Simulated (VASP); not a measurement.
# HoNbSe3 (P6mm) in VASP: notebook, part 3 of 3

VASP 6.6.1.

**6. Relaxation of cell and atoms, PBE, collinear spin, zero start**

File INCAR:

```
SYSTEM = HoNbSe3
  PREC = Accurate
  ENCUT = 500
  EDIFF = 1E-7
  ISMEAR = 0
  SIGMA = 0.1
  LREAL = .False.
  LASPH = .True.
  NELM = 200
  ALGO = Normal
  ISIF = 3
  LWAVE = .False.
  LCHARG = .False.
  ISPIN = 2
  MAGMOM = 0 0 0 0 0
  LORBIT = 11
  LMAXMIX = 6
  GGA = PE
  IBRION = 2
  NSW = 90
  EDIFFG = -0.04
  GGA_COMPAT = .False.
  NELMIN = 4
```

File KPOINTS:

```
regular mesh
0
Gamma
  6 6 2
  0 0 0
```

File POSCAR:

```
HoNbSe3
1.0
    4.5986459900      0.0000000000      0.0000000000
   -2.2993229900      3.9825442500      0.0000000000
    0.0000000000      0.0000000000      8.4850717300
Ho Nb Se
1 1 3
Direct
    0.0000000000      0.0000000000      0.7246585800
    0.0000000000      0.0000000000      0.1713710200
    0.3333333300      0.6666666700      0.3942178500
    0.6666666700      0.3333333300      0.3942178500
    0.0000000000      0.0000000000      0.4613631400
```

Potentials or basis: VASP PAW PBE potentials, release 64 (Ho_3, Nb_sv, Se), 4f in core.

Run with:

```
cat potpaw_PBE.64/Ho_3/POTCAR potpaw_PBE.64/Nb_sv/POTCAR potpaw_PBE.64/Se/POTCAR > POTCAR
mpirun -np 1 vasp_std > vasp.out
```

Wall time 39 min (1 thread of Intel Xeon 6975P-C (Granite Rapids), shared host); peak memory 0.46 GiB.

The run converged. Its results:

| Quantity | Value |
| --- | --- |
| Free energy | -26.6282 eV |
| Relaxed volume | 29.97 Å³/atom |
| Relaxed cell | a = 4.719 Å, b = 4.719 Å, c = 7.770 Å, α = 90.00°, β = 90.00°, γ = 120.00° |
| Space group after relaxing (to 0.1 Å) | P6mm (No. 183) |
| Energy gained by relaxing | 1821.7 meV/atom |
| Ionic steps | 35 |
| Pressure after relaxing | 0.0 GPa |
| Largest force after relaxing | 0.022 eV/Å |
| Band gap on the k mesh | zero (filled and empty bands overlap) |
| Net moment | 0.00 μB per cell |
| Valence electrons inside the program's atomic spheres | Ho 7.94; Nb 10.64; Se 3.82, 3.88 (each value once) |

Forces in eV/Å, atoms in the order of the input:
```
Ho   0.000  0.000  0.004
Nb   0.000  0.000  0.001
Se   0.000  0.000 -0.013
Se   0.000  0.000 -0.013
Se   0.000  0.000  0.022
```

Step by step:
```csv
step,energy change (eV),largest force (eV/Å),pressure (GPa),volume (Å³)
1,0.0000,6.7421,8.32,155.40
2,-0.9853,1.1570,-3.20,194.58
3,-1.2033,1.3460,-0.70,176.84
4,-1.8060,2.3636,-0.39,178.00
5,-1.9879,5.5556,1.92,178.62
6,-2.0610,4.1235,0.76,178.56
7,-2.3102,3.5555,0.14,179.68
8,-2.8500,2.3979,-1.04,182.88
9,-2.8911,4.8053,-0.89,188.44
10,-3.0203,3.5332,-1.26,186.14
11,-3.5772,1.9240,-2.79,186.06
12,-4.3736,3.7376,-5.02,185.74
13,-5.2942,3.6577,-3.41,172.59
14,-6.6447,3.2839,9.99,136.28
15,-6.7012,3.5928,6.02,142.76
16,-7.5280,2.2552,6.72,142.04
17,-8.2701,1.4659,6.09,140.13
18,-8.6509,1.3574,-0.72,153.64
19,-8.6537,1.3459,-1.27,155.14
20,-8.8221,1.3541,-1.16,154.11
21,-8.9252,0.5319,1.08,150.61
22,-8.9876,0.9118,-0.17,152.14
23,-8.9901,0.7808,0.03,151.86
24,-9.0227,1.2786,-0.08,151.25
25,-9.0326,0.7383,-0.11,151.45
26,-9.0649,0.4165,-0.22,150.98
27,-9.0739,0.2432,-0.30,150.59
28,-9.0913,0.3658,0.34,149.13
29,-9.0916,0.3958,0.45,148.92
30,-9.1053,0.2010,0.21,149.40
31,-9.1065,0.1780,0.13,149.61
32,-9.1081,0.0664,-0.16,150.17
33,-9.1082,0.0634,-0.11,150.06
34,-9.1085,0.0482,0.03,149.79
35,-9.1086,0.0220,0.00,149.85
```

Final structure:
```
Ho Nb Se
1.0
     4.71912    0.00000    0.00000
    -2.35956    4.08688    0.00000
     0.00000    0.00000    7.76973
Ho Nb Se
1 1 3
Direct
  0.00000 0.00000 0.92951
  0.00000 0.00000 0.28038
  0.33333 0.66667 0.17208
  0.66667 0.33333 0.17208
  0.00000 0.00000 0.59178
```

Levels at points of the mesh, in eV from the Fermi level:
Spin up:
| k point | band 17 | band 18 | band 19 | band 20 | band 21 | band 22 | band 23 | band 24 |
| --- | --- | --- | --- | --- | --- | --- | --- | --- |
| (0.00, 0.00, 0.00) | -1.79 | -1.79 | -1.17 | -0.71 | 0.46 | 0.56 | 0.56 | 1.58 |
| (0.50, 0.00, 0.00) | -2.46 | -1.98 | -0.90 | -0.52 | 0.38 | 0.64 | 0.80 | 1.89 |
| (0.00, 0.00, 0.50) | -2.01 | -2.01 | -1.18 | -0.44 | 0.52 | 0.52 | 1.38 | 1.38 |
| (0.50, 0.00, 0.50) | -2.30 | -1.97 | -1.18 | -0.13 | 0.12 | 0.43 | 0.77 | 1.99 |
Spin down:
```csv
k point,band 17,band 18,band 19,band 20,band 21,band 22,band 23,band 24
"(0.00, 0.00, 0.00)",-1.79,-1.79,-1.17,-0.71,0.46,0.56,0.56,1.58
"(0.50, 0.00, 0.00)",-2.46,-1.98,-0.90,-0.52,0.38,0.64,0.80,1.89
"(0.00, 0.00, 0.50)",-2.01,-2.01,-1.18,-0.44,0.52,0.52,1.38,1.38
"(0.50, 0.00, 0.50)",-2.30,-1.97,-1.18,-0.13,0.12,0.43,0.77,1.99
```

Caveat: the k points lie up to 0.40 Å⁻¹ apart in the final cell; the magnetic or orbital state may not be the lowest; the electronic state changed during the relaxation; spin-orbit coupling is left out, which moves the levels of the heavy elements; the 4f electrons are frozen in the core, so they carry no moment and show no levels.

**7. Summary**

```csv
task,spin,cell,k mesh,gap on the mesh (eV),pressure (GPa),moment (μB),largest force (eV/Å)
single point,off,"a = 4.599, b = 4.599, c = 8.485 Å, angles 90.0, 90.0, 120.0°, 5 atoms, atomic positions A",6 × 6 × 2,none,8.3,-,6.74
single point,"collinear, zero start","a = 4.719, b = 4.719, c = 7.752 Å, angles 90.0, 90.0, 120.0°, 5 atoms, atomic positions B",6 × 6 × 2,none,0.2,0.00,0.08
single point,off,"a = 4.696, b = 4.696, c = 7.805 Å, angles 90.0, 90.0, 120.0°, 5 atoms, atomic positions C",12 × 12 × 6,none,0.2,-,0.07
single point,collinear,"a = 4.599, b = 4.599, c = 8.485 Å, angles 90.0, 90.0, 120.0°, 5 atoms, atomic positions A",6 × 6 × 2,none,8.3,0.02,6.74
relaxation of cell and atoms,"collinear, zero start","relaxed from a = 4.599, b = 4.599, c = 8.485 Å, angles 90.0, 90.0, 120.0°, 5 atoms, atomic positions A",6 × 6 × 2,none,0.0,0.00,0.02
```

Alike in all rows: level PBE; potentials or basis VASP PAW PBE potentials, release 64 (Ho_3, Nb_sv, Se), 4f in core; cutoff (eV) 500; smearing gaussian 0.1 eV.

Caveats: some runs use coarse meshes; spin-orbit coupling is left out, which moves the levels of the heavy elements; the 4f electrons are frozen in the core, so they carry no moment and show no levels; the magnetic or orbital state may not be the lowest (at least some runs); forces of over 1 eV/Å act on the atoms, so gaps and moduli don't describe the material at rest (at least some runs); the electronic state changed during the relaxation (at least some runs).

Absolute energies hang on the potentials; compare differences alone.
